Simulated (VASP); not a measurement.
Here is a VASP 6.6.1 calculation.

Contents of INCAR:

```
  PREC = Accurate
  ENCUT = 520
  EDIFF = 1E-6
  ISMEAR = 0
  SIGMA = 0.01
  LREAL = False
  LASPH = True
  NELM = 150
  ALGO = Normal
  ISIF = 2
  LWAVE = False
  LCHARG = False
  MAGMOM = 0 0 0 0 0 0
  LORBIT = 11
  LSORBIT = True
  GGA_COMPAT = False
  LORBMOM = True
  GGA = PS
  NBANDS = 28
```

KPOINTS

```
Automatic mesh
0
Gamma
  6 6 6
```

The input POSCAR:

```
KBr
1.0
    0.0163726428      3.2827148865      3.2827148865
    3.2827148865      0.0163726428      3.2827148865
    3.2827148865      3.2827148865      0.0163726428
K Br
1 1
Direct
    0.0000000000      0.0000000000      0.0000000000
    0.5000000000      0.5000000000      0.5000000000
```

Potentials or basis: VASP PAW PBE potentials, release 64 (K_sv, Br).

Launch:

```console
$ cat potpaw_PBE.64/K_sv/POTCAR potpaw_PBE.64/Br/POTCAR > POTCAR
$ mpirun -np 1 vasp_ncl > vasp.out
```

(1) What does it give for the pressure?

(2) Predict the net moment.

Results:

(1) 0.1 GPa.

(2) 0.00 μB per cell.

Caveat: the cell differs from its parent crystal (equal xy, yz and zx engineering shears of +0.5 %); the PAW data sets were made with another functional, which shifts forces and pressure a little.
